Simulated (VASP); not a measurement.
Set up this calculation in VASP 6.6.1, as the native input.

```yaml
Task: single point
Functional: PBE
Potentials_or_basis: VASP PAW PBE potentials, release 64 (Al)
Cutoff: 520 eV
k_mesh: 18 × 18 × 18
Occupations: fermi-dirac, width 0.1 eV
Spin: no spin polarisation
Dipole_correction: no
Further_INCAR_settings: ALGO = Normal; EDIFF = 1e-06; NBANDS = 8
```

The structure of Al lies in POSCAR:

```
Al
1.0
   -1.4892669562      1.4892669562      1.4892669562
    1.4892669562     -1.4892669562      1.4892669562
    1.4892669562      1.4892669562     -1.4892669562
Al
1
Direct
    0.0000000000      0.0000000000      0.0000000000
```

This cell differs from its parent crystal: volume scaled by 0.78.

The input as run:

INCAR

```
ALGO = Normal
EDIFF = 1E-6
ENCUT = 520
GGA = PE
ISIF = 2
ISMEAR = -1
LASPH = T
LCHARG = F
LREAL = F
LWAVE = F
NBANDS = 8
NELM = 100
PREC = Accurate
SIGMA = 0.1
```

KPOINTS

```
k-points
0
Gamma
  18 18 18
```

Potentials or basis: VASP PAW PBE potentials, release 64 (Al).

Launch:

```bash
$ cat potpaw_PBE.64/Al/POTCAR > POTCAR
$ mpirun -np 1 vasp_std > vasp.out
```

Results of the run:

| Property | Result |
| --- | --- |
| Pressure | 29.1 GPa |

It took 9.2 s on 1 thread of Intel(R) Xeon(R) Platinum 8488C (Sapphire Rapids) (shared host), peak memory 0.13 GiB.
